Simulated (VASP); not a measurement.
The system is SiC.

```
Si C
1.0
     3.07569    0.00000    0.00000
    -1.53785    2.66363    0.00000
     0.00000    0.00000   10.07065
Si C
4 4
Direct
  0.00000 0.00000 0.18789
  0.00000 0.00000 0.68789
  0.33333 0.66667 0.43784
  0.66667 0.33333 0.93784
  0.00000 0.00000 0.00046
  0.00000 0.00000 0.50046
  0.33333 0.66667 0.24980
  0.66667 0.33333 0.74980
```

Base run:

- Program: VASP 6.6.1
- Functional: r2SCAN
- Potentials or basis: VASP PAW PBE potentials, release 64 (Si, C)
- Cutoff: 520 eV
- k mesh: 10 × 10 × 3
- Occupations: fermi-dirac, width 0.05 eV
- Spin: no spin polarisation

Its results: band gap on the k mesh 2.61 eV, indirect (least direct gap 3.79 eV); pressure 0.2 GPa.

The run is repeated on the same cell with these changes: functional from r2SCAN to BLYP. What comes out?

Band gap on the k mesh 2.54 eV, indirect (least direct gap 3.65 eV); pressure 9.1 GPa.

Caveats: the PAW data sets were made with another functional, which shifts forces and pressure a little.

A k mesh can miss the band edges.
